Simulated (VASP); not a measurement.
Pt: single point with LDA

The system is Pt.

```xyz
1
Lattice="0.0000 1.9579 1.9579 1.9579 0.0000 1.9579 1.9579 1.9579 0.0000" Properties=species:S:1:pos:R:3 pbc="T T T"
Pt    0.0000    0.0000    0.0000
```

| Quantity | Value |
| --- | --- |
| Program | VASP 6.6.1 |
| Task | single point |
| Functional | LDA |
| Potentials or basis | VASP PAW LDA potentials, release 64 (Pt) |
| Cutoff | 520 eV |
| k mesh | 24 × 24 × 24 |
| Occupations | gaussian, width 0.15 eV |
| Spin | no spin polarisation |

The pressure is -4.1 GPa. The band gap on the k mesh is zero (band 5 reaches 11.73 eV, above the bottom of band 6 at 9.48 eV).

Levels at points of the mesh, in eV from the Fermi level:
| k point | band 3 | band 4 | band 5 | band 6 | band 7 | band 8 |
| --- | --- | --- | --- | --- | --- | --- |
| (0.00, 0.00, 0.00) | -3.84 | -3.84 | -1.63 | -1.63 | 14.61 | 19.56 |
| (0.50, 0.00, 0.00) | -3.90 | -0.50 | 0.05 | 0.05 | 5.87 | 14.18 |
| (0.50, 0.50, 0.00) | 0.03 | 0.50 | 0.50 | 1.76 | 8.92 | 11.36 |

It took 100 s on 1 thread of AMD EPYC 7R43 64-Core Processor (Zen 3), on a shared host, peak memory 0.15 GiB.

Caveat: spin-orbit coupling is left out, which moves the levels of the heavy elements.
